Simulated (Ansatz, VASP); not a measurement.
# Na3Al in VASP and in Ansatz

```
Na Al
1.0
     0.00000    3.78120    3.78120
     3.78120    0.00000    3.78120
     3.78120    3.78120    0.00000
Na Al
3 1
Direct
  0.25000 0.25000 0.25000
  0.75000 0.75000 0.75000
  0.50000 0.50000 0.50000
  0.00000 0.00000 0.00000
```

Alike in both runs: task single point; functional PBE; k mesh 5 × 5 × 5; no spin polarisation.

|  | VASP | Ansatz |
| --- | --- | --- |
| version | VASP 6.6.1 | Ansatz 0.2.0 |
| potentials or method | VASP PAW PBE potentials, release 64 (Na_pv, Al), cutoff 520 eV | plane waves, PAW |
| occupations | methfessel-paxton of order 1, width 0.1 eV | cold, width 0.1 eV |
| valence electrons in the cell | 24 | 30 |

```tsv
	VASP	Ansatz	Ansatz less VASP
pressure (GPa)	0.8	0.8	-0.01
```

VASP's potentials hold 24 valence electrons a cell and Ansatz's 30, so a difference there can come from the potentials and not from the codes. Ansatz's warnings: stress scf threshold loose.
